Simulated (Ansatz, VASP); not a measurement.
CdTe: VASP beside Ansatz

File INCAR:

```
PREC     = Accurate       # precision mode
ENCUT    = 520            # plane-wave cutoff, eV
EDIFF    = 1E-6           # SCF threshold, eV
ISMEAR   = 0              # smearing method
SIGMA    = 0.05           # smearing width, eV
LREAL    = F              # projectors in reciprocal space
LASPH    = T              # aspherical terms in the spheres
NELM     = 150            # most SCF steps
ALGO     = Normal         # electronic algorithm
ISIF     = 2              # what is computed and relaxed
LWAVE    = F              # write WAVECAR
LCHARG   = F              # write CHGCAR
MAGMOM   = 0 0 0 0 0 0    # initial moments
LORBIT   = 11             # projections on sites
LSORBIT  = T              # spin-orbit coupling
GGA_COMPAT= F            
LORBMOM  = T            
GGA      = PE             # functional
NBANDS   = 30             # bands
```

File KPOINTS:

```
Automatic mesh
0
Gamma
  6 6 6
```

File POSCAR:

```
CdTe
1.0
    0.0000000000      3.1616825948      3.1616825948
    3.1616825948      0.0000000000      3.1616825948
    3.1616825948      3.1616825948      0.0000000000
Cd Te
1 1
Direct
    0.0000000000      0.0000000000      0.0000000000
    0.2500000000      0.2500000000      0.2500000000
```

Input for Ansatz:

```yaml
crystal:
  lattice:
    - [0.0, 3.1616825948, 3.1616825948]
    - [3.1616825948, 0.0, 3.1616825948]
    - [3.1616825948, 3.1616825948, 0.0]
  atoms:
    - { symbol: Cd, position: [0.0, 0.0, 0.0] }
    - { symbol: Te, position: [0.25, 0.25, 0.25] }
basis:
  ecutwfc: 420
  ecutrho_ratio: 4
kpoints:
  mp_grid: { grid: [6, 6, 6] }
hamiltonian:
  xc: pbe
scf:
  occupations: { method: gaussian, width: 0.05 }
output:
  forces: true
  stress: true
  eigenvalues: true
  populations: true
  topological_invariants: true
magnetization:
  noncollinear: true
  spin_orbit: true
```

Alike in both runs: task single point; functional PBE; k mesh 6 × 6 × 6; occupations gaussian, width 0.05 eV; non-collinear spin, spin-orbit coupling.

```csv
,VASP,Ansatz
version,VASP 6.6.1,Ansatz 0.2.0
potentials or method,"VASP PAW PBE potentials, release 64 (Cd, Te), cutoff 520 eV","plane waves, PAW"
valence electrons in the cell,18,36
```

```csv
,VASP,Ansatz,Ansatz less VASP
pressure (GPa),6.9,6.7,-0.22
net moment per atom (μB),0.00,0.00,0.000
```

VASP's potentials hold 18 valence electrons a cell and Ansatz's 36, so a difference there can come from the potentials and not from the codes.
